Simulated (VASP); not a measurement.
Wanted: the native input for a VASP 6.6.1 run.

```
Task                   : single point
Functional             : LDA
Potentials or basis    : VASP PAW LDA potentials, release 64 (Ta_pv, N)
Cutoff                 : 600 eV
k mesh                 : 8 × 8 × 8
Occupations            : gaussian, width 0.1 eV
Spin                   : no spin polarisation
Dipole correction      : no
Further INCAR settings : ALGO = Normal; EDIFF = 1e-06; NBANDS = 15
```

The structure of TaN lies in POSCAR:

```
TaN
1.0
    0.0000000000      2.1747615134      2.1747615134
    2.1747615134      0.0000000000      2.1747615134
    2.1747615134      2.1747615134      0.0000000000
Ta N
1 1
Direct
    0.0000000000      0.0000000000      0.0000000000
    0.5000000000      0.5000000000      0.5000000000
```

These files were run (other wordings do the same):

INCAR

```
SYSTEM = TaN
ALGO = Normal
EDIFF = 1E-6
ENCUT = 600
GGA_COMPAT = .False.
ISIF = 2
ISMEAR = 0
LASPH = .True.
LCHARG = .False.
LREAL = .False.
LWAVE = .False.
NBANDS = 15
NELM = 120
PREC = Accurate
SIGMA = 0.1
```

KPOINTS

```
k-points
0
Gamma
  8 8 8
  0 0 0
```

Potentials or basis: VASP PAW LDA potentials, release 64 (Ta_pv, N).

The run is started by

```console
$ cat potpaw_LDA.64/Ta_pv/POTCAR potpaw_LDA.64/N/POTCAR > POTCAR
$ mpirun -np 1 vasp_std > vasp.out
```

It gave:

| Item | Value |
| --- | --- |
| Pressure | 1.9 GPa |
| Band gap on the k mesh | zero (bands 8 and 9 overlap by 4.21 eV) |

Caveat: spin-orbit coupling is left out, which moves the levels of the heavy elements.

Run time: 24 s on 1 thread of Intel Xeon 8259CL (shared host), peak memory 0.15 GiB.
